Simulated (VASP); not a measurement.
A run of VASP 6.6.1 is set up as follows.

INCAR

```
PREC = Accurate ; ENCUT = 520
EDIFF = 1E-7 ; ISMEAR = 0
SIGMA = 0.05 ; LREAL = False
LASPH = True ; NELM = 150
ALGO = Normal ; ISIF = 2
LWAVE = False ; LCHARG = False
ISPIN = 2 ; MAGMOM = 0 0 0 0 2 0 0 0 0
LORBIT = 11 ; LDIPOL = True
IDIPOL = 3 ; DIPOL = 0.5 0.5 0.349
GGA = PE ; NBANDS = 32
LUSENCCL = False
```

Contents of KPOINTS:

```
Automatic mesh
0
Gamma
  9 9 1
```

The input POSCAR:

```
Si4C5
1.0
    3.0920147208      0.0000000000      0.0000000000
   -1.5460073604      2.6777632971      0.0000000000
    0.0000000000      0.0000000000     25.2337106667
C Si
5 4
Direct
    0.3333333333      0.6666666667      0.1585181051
    0.6666666667      0.3333333333      0.2590546646
    0.3333333333      0.6666666667      0.3607902149
    0.6666666667      0.3333333333      0.4623551549
    0.7777777778      0.2222222222      0.5652640967
    0.6666666667      0.3333333333      0.1834768895
    0.3333333333      0.6666666667      0.2840134490
    0.6666666667      0.3333333333      0.3842867907
    0.3333333333      0.6666666667      0.4848161584
```

Potentials or basis: VASP PAW PBE potentials, release 64 (C, Si).

The run is started by

```console
$ cat potpaw_PBE.64/C/POTCAR potpaw_PBE.64/Si/POTCAR > POTCAR
$ mpirun -np 1 vasp_std > vasp.out
```

Estimate the site moments.

C -0.36, -0.06, -0.00, +0.04, +0.45; Si +0.01, -0.01, +0.02 (each value once) μB.

Predict the net moment.

0.11 μB per cell.

Estimate the largest force.

2.875 eV/Å.

Forces in eV/Å, atoms in the order of the input:
```
C   -0.001  0.001  2.528
C    0.002 -0.001  0.807
C   -0.014  0.008 -0.446
C   -0.194  0.112 -1.344
C    0.284 -0.164 -1.236
Si  -0.001  0.001 -2.875
Si  -0.008  0.005 -0.309
Si  -0.045  0.026  0.538
Si  -0.023  0.013  2.337
```
